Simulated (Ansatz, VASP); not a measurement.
## Two plane-wave programs on HfN

INCAR

```
PREC = Accurate ; ENCUT = 520
EDIFF = 1E-6 ; ISMEAR = 0
SIGMA = 0.15 ; LREAL = False
LASPH = True ; NELM = 60
ALGO = Normal ; ISIF = 2
LWAVE = False ; LCHARG = True
GGA = PS ; LELF = True
LVHAR = True ; NBANDS = 14
```

File KPOINTS:

```
regular mesh
0
Gamma
  16 16 16
```

POSCAR

```
HfN
1.0
    0.0000000000      2.4548220000      2.4548220000
    2.4548220000      0.0000000000      2.4548220000
    2.4548220000      2.4548220000      0.0000000000
Hf N
1 1
Direct
    0.0000000000      0.0000000000      0.0000000000
    0.6888957733      0.6888957733      0.8111042267
```

Input for Ansatz:

```yaml
crystal:
  lattice:
    - [0.0, 2.454822, 2.454822]
    - [2.454822, 0.0, 2.454822]
    - [2.454822, 2.454822, 0.0]
  atoms:
    - { symbol: Hf, position: [0.0, 0.0, 0.0] }
    - { symbol: "N", position: [0.6888957733, 0.6888957733, 0.8111042267] }
basis:
  ecutwfc: 420
kpoints:
  mp_grid: { grid: [16, 16, 16] }
hamiltonian:
  xc: pbesol
scf:
  occupations: { method: gaussian, width: 0.15 }
output:
  forces: true
  stress: true
  eigenvalues: true
```

Alike in both runs: task single point; functional PBEsol; k mesh 16 × 16 × 16; occupations gaussian, width 0.15 eV; no spin polarisation.

|  | VASP | Ansatz |
| --- | --- | --- |
| version | VASP 6.6.1 | Ansatz 0.2.0 |
| potentials or method | VASP PAW PBE potentials, release 64 (Hf_pv, N), cutoff 520 eV | scalar-relativistic, plane waves, PAW |
| valence electrons in the cell | 15 | 31 |

|  | VASP | Ansatz | Ansatz less VASP |
| --- | --- | --- | --- |
| gap on the k mesh at the Fermi level (eV) | none | none | - |
| pressure (GPa) | 3.1 | 3.7 | +0.56 |
| traceless stress, the component that is largest in VASP (GPa) | -18.94 | -18.82 | +0.128 |
| rms of the force components (eV/Å) | 2.017 | 2.002 | -0.0148 |

VASP's potentials were made for PBE, not for PBEsol. Atom by atom the forces differ by 0.015 eV/Å (rms over components). A gap of «none» marks a metal or a gap that the smearing closes. VASP's potentials hold 15 valence electrons a cell and Ansatz's 31, so a difference there can come from the potentials and not from the codes.

Neither program's run includes spin-orbit coupling.
